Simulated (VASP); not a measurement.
Here is a VASP 6.6.1 calculation.

INCAR

```
  ALGO = Normal
  EDIFF = 1E-7
  ENCUT = 520
  GGA = PS
  ISIF = 2
  ISMEAR = -1
  LASPH = T
  LCHARG = F
  LREAL = F
  LWAVE = F
  NBANDS = 18
  NELM = 60
  PREC = Accurate
  SIGMA = 0.1
```

Contents of KPOINTS:

```
k-points
0
Gamma
  14 14 14
```

File POSCAR:

```
ScCd
1.0
    3.3957385380      0.0000000000      0.0000000000
    0.0000000000      3.3957385380      0.0000000000
    0.0000000000      0.0000000000      3.3957385380
Sc Cd
1 1
Direct
    0.5000000000      0.5000000000      0.5000000000
    0.0000000000      0.0000000000      0.0000000000
```

Potentials or basis: VASP PAW PBE potentials, release 64 (Sc_sv, Cd).

Command:

```console
$ cat potpaw_PBE.64/Sc_sv/POTCAR potpaw_PBE.64/Cd/POTCAR > POTCAR
$ mpirun -np 1 vasp_std > vasp.out
```

**Question.** What does it give for the pressure?

**Answer.** 7.2 GPa.

Caveat: the PAW data sets were made with another functional, which shifts forces and pressure a little.
